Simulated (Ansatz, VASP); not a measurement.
# One calculation of Al, two programs

The input INCAR:

```
PREC = Accurate
ENCUT = 520
EDIFF = 1E-6
ISMEAR = -1
SIGMA = 0.1
LREAL = False
LASPH = True
NELM = 60
ALGO = Normal
ISIF = 2
LWAVE = False
LCHARG = False
GGA = RP
NBANDS = 14
```

The input KPOINTS:

```
regular mesh
0
Gamma
  14 14 4
```

Contents of POSCAR:

```
Al
1.0
    2.8246104720      0.0000000000      0.0000000000
   -1.4123052360      2.4461844246      0.0000000000
    0.0000000000      0.0000000000      9.3731950343
Al
4
Direct
    0.0000000000      1.0000000000      0.0000000000
    0.0000000000      1.0000000000      0.5000000000
    0.3333333333      0.6666666667      0.2500000000
    0.6666666667      0.3333333333      0.7500000000
```

Input for Ansatz:

```yaml
crystal:
  lattice:
    - [2.824610472, 0.0, 0.0]
    - [-1.412305236, 2.4461844246, 0.0]
    - [0.0, 0.0, 9.3731950343]
  atoms:
    - { symbol: Al, position: [0.0, 1.0, 0.0] }
    - { symbol: Al, position: [0.0, 1.0, 0.5] }
    - { symbol: Al, position: [0.3333333333, 0.6666666667, 0.25] }
    - { symbol: Al, position: [0.6666666667, 0.3333333333, 0.75] }
hamiltonian:
  xc: rpbe
  pseudopotentials:
    kind: paw
    azcp:
      Al: "pseudopotentials/Al.paw.azcp"
basis:
  ecutwfc: 420
  fft_grid_basis: typed
kpoints:
  mp_grid: { grid: [14, 14, 4], shift: [0, 0, 0] }
magnetization:
  spin_polarized: false
scf:
  occupations: { method: fermi_dirac, width: 0.1 }
  lower_state_search: "off"
output:
  stress: true
```

Alike in both runs: task single point; functional RPBE; k mesh 14 × 14 × 4; occupations fermi-dirac, width 0.1 eV; no spin polarisation.

|  | VASP | Ansatz |
| --- | --- | --- |
| version | VASP 6.6.1 | Ansatz 0.2.0 |
| potentials or method | VASP PAW PBE potentials, release 64 (Al), cutoff 520 eV | plane waves (420 eV) with PAW, scalar-relativistic |
| valence electrons in the cell | 12 | 12 |

Ansatz gave:

| Quantity | Value |
| --- | --- |
| pressure (GPa) | 3.4 |
| traceless stress, the component that is largest in VASP (GPa) | 0.05 |

Problem. Estimate VASP's values.

Solution. Pressure (GPa): 3.1; traceless stress, the component that is largest in VASP (GPa): 0.06.

VASP's potentials were made for PBE, not for RPBE.
